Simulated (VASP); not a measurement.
Input of a VASP 6.6.1 run:

INCAR

```
SYSTEM = CuI
  ALGO = Normal
  EDIFF = 1E-6
  ENCUT = 520
  GGA = PS
  ISIF = 2
  ISMEAR = -1
  LASPH = .TRUE.
  LCHARG = .FALSE.
  LREAL = .FALSE.
  LWAVE = .FALSE.
  NBANDS = 16
  NELM = 100
  PREC = Accurate
  SIGMA = 0.05
```

Contents of KPOINTS:

```
k-points
0
G
  13 13 13
  0 0 0
```

POSCAR

```
CuI
1.0
    0.0000000000      2.7946916476      2.7946916476
    2.7946916476      0.0000000000      2.7946916476
    2.7946916476      2.7946916476      0.0000000000
Cu I
1 1
Direct
    0.0000000000      0.0000000000      0.0000000000
    0.5000000000      0.5000000000      0.5000000000
```

Potentials or basis: VASP PAW PBE potentials, release 64 (Cu, I).

Run with:

```bash
$ cat potpaw_PBE.64/Cu/POTCAR potpaw_PBE.64/I/POTCAR > POTCAR
$ mpirun -np 1 vasp_std > vasp.out
```

(1) Estimate the band gap on the k mesh.

(2) Estimate the pressure.

Results:

(1) zero (bands 9 and 10 overlap by 0.56 eV).

(2) 0.4 GPa.

Caveat: the PAW data sets were made with another functional, which shifts forces and pressure a little; spin-orbit coupling is left out, which moves the levels of the heavy elements.
